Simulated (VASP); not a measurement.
# Rb (P6_3/mmc) in VASP: notebook, part 2 of 3

VASP 6.6.1.

### Step 3. Single point, PBE

This run uses another cell than the first one, of 62.27 Å³/atom.

INCAR reads:

```
ALGO = Normal
EDIFF = 1E-7
ENCUT = 520
GGA = PE
ISIF = 2
ISMEAR = -1
LASPH = True
LCHARG = False
LREAL = False
LWAVE = False
NBANDS = 16
NELM = 80
PREC = Accurate
SIGMA = 0.08
```

KPOINTS reads:

```
k-points
0
Gamma
  9 9 5
```

POSCAR reads:

```
Rb
1.0
    4.4337079124      0.0000000000      0.0000000000
   -2.2168539562      3.8397036851      0.0000000000
    0.0000000000      0.0000000000      7.3150552882
Rb
2
Direct
    0.3333333333      0.6666666667      0.2500000000
    0.6666666667      0.3333333333      0.7500000000
```

Potentials or basis: VASP PAW PBE potentials, release 64 (Rb_sv).

Run with:

```
> cat potpaw_PBE.64/Rb_sv/POTCAR > POTCAR
> mpirun -np 1 vasp_std > vasp.out
```

OUTCAR:

```text
EDIFF = 1E-7
   ENCUT = 520
   GGA = PE
   ISIF = 2
   ISMEAR = -1
   LASPH = True
   LREAL = False
   NELM = 80
   PREC = Accurate

 ion  position               nearest neighbor table
   1  0.333  0.667  0.250-   2 4.46   2 4.46   2 4.46   2 4.46   2 4.46   2 4.46
   2  0.667  0.333  0.750-   1 4.46   1 4.46   1 4.46   1 4.46   1 4.46   1 4.46

  LATTYP: Found a hexagonal cell.
 ALAT       =     4.4337079124
 C/A-ratio  =     1.6498730707

  Lattice vectors:

 A1 = (   4.4337079124,   0.0000000000,   0.0000000000)
 A2 = (  -2.2168539562,   3.8397036851,   0.0000000000)
 A3 = (   0.0000000000,   0.0000000000,   7.3150552882)

Analysis of symmetry for initial positions (statically):
=====================================================================
 Subroutine PRICEL returns:
 Original cell was already a primitive cell.

 Routine SETGRP: Setting up the symmetry group for a
 hexagonal supercell.

 Subroutine GETGRP returns: Found 24 space group operations
 (whereof 12 operations were pure point group operations)
 out of a pool of 24 trial point group operations.

The static configuration has the point symmetry D_3d.
 The point group associated with its full space group is D_6h.

Analysis of symmetry for dynamics (positions and initial velocities):
=====================================================================
 Subroutine PRICEL returns:
 Original cell was already a primitive cell.

 Routine SETGRP: Setting up the symmetry group for a
 hexagonal supercell.

 Subroutine GETGRP returns: Found 24 space group operations
 (whereof 12 operations were pure point group operations)
 out of a pool of 24 trial point group operations.

The dynamic configuration has the point symmetry D_3d.
 The point group associated with its full space group is D_6h.

 Subroutine INISYM returns: Found 24 space group operations
 (whereof 12 operations are pure point group operations),
 and found     1 'primitive' translations

----------------------------------------------------------------------------------------

                                     Primitive cell

  volume of cell :     124.5324

  direct lattice vectors                    reciprocal lattice vectors
     4.433707912  0.000000000  0.000000000     0.225544853  0.130218382  0.000000000
    -2.216853956  3.839703685  0.000000000     0.000000000  0.260436763  0.000000000
     0.000000000  0.000000000  7.315055288     0.000000000  0.000000000  0.136704367

  length of vectors
     4.433707912  4.433707912  7.315055288     0.260436763  0.260436763  0.136704367

  position of ions in fractional coordinates (direct lattice)
     0.333333333  0.666666667  0.250000000
     0.666666667  0.333333333  0.750000000

  ion indices of the primitive-cell ions
   primitive index   ion index
                 1           1
                 2           2

----------------------------------------------------------------------------------------

 KPOINTS: k-points

Automatic generation of k-mesh.
 Grid dimensions read from file:
 generate k-points for:    9    9    5

 Generating k-lattice:

  Cartesian coordinates                     Fractional coordinates (reciprocal lattice)
     0.025060539  0.014468709  0.000000000     0.111111111  0.000000000  0.000000000
     0.000000000  0.028937418  0.000000000     0.000000000  0.111111111  0.000000000
     0.000000000  0.000000000  0.027340873     0.000000000  0.000000000  0.200000000

  Length of vectors
     0.028937418  0.028937418  0.027340873

  Shift w.r.t. Gamma in fractional coordinates (k-lattice)
     0.000000000  0.000000000  0.000000000

 Subroutine IBZKPT returns following result:
 ===========================================

 Found     36 irreducible k-points:

 Following reciprocal coordinates:
            Coordinates               Weight
  0.000000  0.000000  0.000000      1.000000
  0.111111 -0.000000  0.000000      6.000000
  0.222222  0.000000  0.000000      6.000000
  0.333333  0.000000  0.000000      6.000000
  0.444444  0.000000  0.000000      6.000000
  0.111111  0.111111  0.000000      6.000000
[... 16 lines left out ...]
  0.333333  0.222222  0.200000     24.000000
  0.333333  0.333333  0.200000      4.000000
 [... further k-points ...]
   k-points           NKPTS =     36   k-points in BZ     NKDIM =     36   number of bands    NBANDS=     16
   number of dos      NEDOS =    301   number of ions     NIONS =      2
   total plane-waves  NPLWV =  69984
   dimension x,y,z NGX =    36 NGY =   36 NGZ =   54
   dimension x,y,z NGXF=    72 NGYF=   72 NGZF=  108
   ions per type =               2
   NGX,Y,Z   is equivalent  to a cutoff of  13.50, 13.50, 12.27 a.u.
   NGXF,Y,Z  is equivalent  to a cutoff of  27.00, 27.00, 24.54 a.u.
 SYSTEM =  unknown system
   PREC   = accura    normal or accurate (medium, high low for compatibility)
   ISTART =      0    job   : 0-new  1-cont  2-samecut
   ICHARG =      2    charge: 1-file 2-atom 10-const
   ISPIN  =      1    spin polarized calculation?
   LNONCOLLINEAR =      F non collinear calculations
   LSORBIT =      F    spin-orbit coupling
   LASPH  =      T    aspherical Exc in radial PAW
   ENCUT  =  520.0 eV  38.22 Ry    6.18 a.u.   8.24  8.24 13.60*2*pi/ulx,y,z
   NELM   =     80;   NELMIN=  2; NELMDL= -5     # of ELM steps
   EDIFF  = 0.1E-06   stopping-criterion for ELM
   LREAL  =      F    real-space projection
   EDIFFG = 0.1E-05   stopping-criterion for IOM
   NSW    =      0    number of steps for IOM
   IBRION =     -1    ionic relax: 0-MD 1-quasi-New 2-CG
   NFREE  =      0    steps in history (QN), initial steepest desc. (CG)
   ISIF   =      2    stress and relaxation
   ISYM   =      2    0-nonsym 1-usesym 2-fastsym
   POTIM  = 0.5000    time-step for ionic-motion
   TEBEG  =    0.0;   TEEND  =   0.0 temperature during run
   PSTRESS=    0.0 pullay stress
   NELECT =      18.0000    total number of electrons
   NUPDOWN=      -1.0000    fix difference up-down
   EMIN   =  10.00;   EMAX   =-10.00  energy-range for DOS
   EFERMI =   0.00;   METHOD = LEGACY
   ISMEAR =    -1;   SIGMA  =   0.08  broadening in eV -4-tet -1-fermi 0-gaus
   EFERMI_NEDOS =   21; number of points for ismear=-14 and -15
   IALGO  =     38    algorithm
   IMIX   =      4    mixing-type and parameters
     AMIX     =   0.40;   BMIX     =  1.00
     AMIX_MAG =   1.60;   BMIX_MAG =  1.00
  volume/ion in A,a.u.               =      62.27       420.19
  Fermi-wavevector in a.u.,A,eV,Ry     =   0.859155  1.623568 10.043104  0.738147
  Thomas-Fermi vector in A             =   1.976467
   LORBIT       =      0    0 simple, 1 ext, 2 COOP (PROOUT), +10 PAW based schemes
   GGA     = PE    functional components
   LHFCALC =     F    Hartree Fock is set to
   AEXX    =    0.0000 exact exchange contribution
   IVDW    =     0    specifies the selected vdW correction
   LEPSILON=     F    determine dielectric tensor
   LRPA    =     F    only Hartree local field effects (RPA)
 non-spin polarized calculation
  energy-cutoff  :      520.00
  volume of cell :      124.53
 maximum number of plane-waves:      3372
 NGX is ok and might be reduce to    36
   NGX = 17   NGY = 17   NGZ = 27

 number of electron      18.0000000 magnetization

 Free energy of the ion-electron system (eV)
  ---------------------------------------------------
  ext. energy  EPLUGINS =         0.00000000
  ---------------------------------------------------
  free energy    TOTEN  =        -1.60638232 eV

  energy without entropy =       -1.57499143  energy(sigma->0) =       -1.59068687

 E-fermi :   1.0895     XC(G=0):  -6.4745

 val. band max:        1.0747726545   @ k =   0.4444   0.0000   0.4000
 cond. band min:       1.1386615218   @ k =   0.2222   0.0000   0.2000
 fundamental gap:      0.0638888673
 Fermi energy:         1.0895451622

 k-point     1 :       0.0000    0.0000    0.0000
  band No.  band energies     occupation
      1     -27.7438      2.00000
      2     -27.7223      2.00000
      3     -12.0303      2.00000
      4     -11.7430      2.00000
      5     -11.7430      2.00000
      6     -11.7066      2.00000
[... 8 lines left out ...]
     15       5.3454      0.00000
     16       5.3454      0.00000
[... 419 lines left out ...]
 k-point    24 :       0.3333    0.3333    0.2000
  band No.  band energies     occupation
      1     -27.7156      2.00000
      2     -27.7156      2.00000
      3     -11.9414      2.00000
      4     -11.9313      2.00000
      5     -11.9313      2.00000
      6     -11.8632      2.00000
[... 8 lines left out ...]
     15       4.4630      0.00000
     16       6.1659      0.00000

 [... further k-points ...]
[... 5 lines left out ...]
  --------------------------------------------------------------------------------------
  -------------------------------------------------------------------------------------
  Total        1.6575505      1.6575505      1.6577326      0.0000000      0.0000000      0.0000000
  in kB       21.3252903     21.3252903     21.3276325      0.0000000      0.0000000      0.0000000
  external PRESSURE =      21.3260710 kB  Pullay stress =       0.0000000 kB

 VOLUME and BASIS-vectors are now :
 -----------------------------------------------------------------------------
  energy-cutoff  :      520.00
  volume of cell :      124.53
      direct lattice vectors                 reciprocal lattice vectors
     4.433707912  0.000000000  0.000000000     0.225544853  0.130218382  0.000000000
    -2.216853956  3.839703685  0.000000000     0.000000000  0.260436763  0.000000000
     0.000000000  0.000000000  7.315055288     0.000000000  0.000000000  0.136704367

 POSITION                                       TOTAL-FORCE (eV/Angst)
 -----------------------------------------------------------------------------------
     -0.00000      2.55980      1.82876        -0.000000     -0.000000      0.000000
      2.21685      1.27990      5.48629         0.000000      0.000000      0.000000
 -----------------------------------------------------------------------------------
    total drift:                               -0.000000      0.000000     -0.000000

  FREE ENERGIE OF THE ION-ELECTRON SYSTEM (eV)
  ---------------------------------------------------
  free  energy   TOTEN  =        -1.6063823164 eV

  energy  without entropy=       -1.5749914272  energy(sigma->0) =       -1.59068687
```

OSZICAR:

```text
N       E                     dE             d eps       ncg     rms          rms(c)
DAV:   1     0.108322537763E+03    0.10832E+03   -0.74649E+03  1152   0.906E+02
DAV:   2     0.824239173208E+01   -0.10008E+03   -0.96740E+02  1560   0.190E+02
DAV:   3    -0.875008809616E+00   -0.91174E+01   -0.90942E+01  1672   0.553E+01
DAV:   4    -0.160492329885E+01   -0.72991E+00   -0.72969E+00  1848   0.101E+01
DAV:   5    -0.160994563456E+01   -0.50223E-02   -0.50223E-02  1680   0.101E+00    0.284E+00
DAV:   6    -0.160605281296E+01    0.38928E-02   -0.87236E-03  1568   0.487E-01    0.177E+00
DAV:   7    -0.160630478963E+01   -0.25198E-03   -0.12590E-02  1400   0.625E-01    0.126E-01
DAV:   8    -0.160636873490E+01   -0.63945E-04   -0.10730E-03  1752   0.193E-01    0.336E-02
DAV:   9    -0.160637853026E+01   -0.97954E-05   -0.38891E-05  1648   0.398E-02    0.141E-02
DAV:  10    -0.160638289473E+01   -0.43645E-05   -0.97684E-06  1648   0.224E-02    0.345E-03
DAV:  11    -0.160638234507E+01    0.54966E-06   -0.43982E-07  1600   0.480E-03    0.996E-04
DAV:  12    -0.160638231643E+01    0.28639E-07   -0.27099E-08  1096   0.106E-03
   1 F= -.16063823E+01 E0= -.15906869E+01  d E =-.313909E-01
```

stdout:

```text
POSCAR found type information on POSCAR Rb
 POSCAR found :  1 types and       2 ions
 scaLAPACK will be used
 LDA part: xc-table for (Slater+PW92), standard interpolation
 POSCAR, INCAR and KPOINTS ok, starting setup
 FFT: planning ... GRIDC
 FFT: planning ... GRID_SOFT
 FFT: planning ... GRID
 WAVECAR not read
 entering main loop
```

Run time: 23 s. Hardware: 1 thread of Intel Xeon 6975P-C (Granite Rapids), shared host; peak memory 0.25 GiB.

Results:

| Property | Result |
| --- | --- |
| Free energy | -1.6064 eV |
| Pressure | 2.1 GPa |
| Band gap on the k mesh | zero (bands 9 and 10 overlap by 2.22 eV) |

### Step 4. Single point, PBE (62.27 Å³/atom)

This run uses another cell than the first one, of 62.27 Å³/atom.

INCAR reads:

```
SYSTEM = Rb
PREC     = Accurate       ! precision mode
ENCUT    = 520            ! plane-wave cutoff, eV
EDIFF    = 1E-7           ! SCF threshold, eV
ISMEAR   = -1             ! smearing method
SIGMA    = 0.08           ! smearing width, eV
LREAL    = .FALSE.        ! projectors in reciprocal space
LASPH    = .TRUE.         ! aspherical terms in the spheres
NELM     = 100            ! most SCF steps
ALGO     = Normal         ! electronic algorithm
ISIF     = 2              ! what is computed and relaxed
LWAVE    = .FALSE.        ! write WAVECAR
LCHARG   = .TRUE.         ! write CHGCAR
GGA      = PE             ! functional
LELF     = .TRUE.         ! ELF
LVHAR    = .TRUE.       
NBANDS   = 16             ! bands
```

KPOINTS reads:

```
regular mesh
0
G
  9 9 5
  0 0 0
```

POSCAR is that of step 3.

Run with:

```
> cat potpaw_PBE.64/Rb_sv/POTCAR > POTCAR
> mpirun -np 1 vasp_std > vasp.out
```

Run time: 24 s. Hardware: 1 thread of Intel Xeon 6975P-C (Granite Rapids), shared host; peak memory 0.26 GiB.

Results (log left out):

- Free energy: -1.6064 eV
- Pressure: 2.1 GPa
- Band gap on the k mesh: zero (bands 9 and 10 overlap by 2.22 eV)

Levels at points of the mesh, in eV from the Fermi level:
| k point | band 6 | band 7 | band 8 | band 9 | band 10 | band 11 | band 12 | band 13 |
| --- | --- | --- | --- | --- | --- | --- | --- | --- |
| (0.00, 0.00, 0.00) | -12.80 | -12.79 | -12.79 | -2.53 | -0.04 | 0.96 | 3.73 | 3.73 |

[end of part 2 of 3]
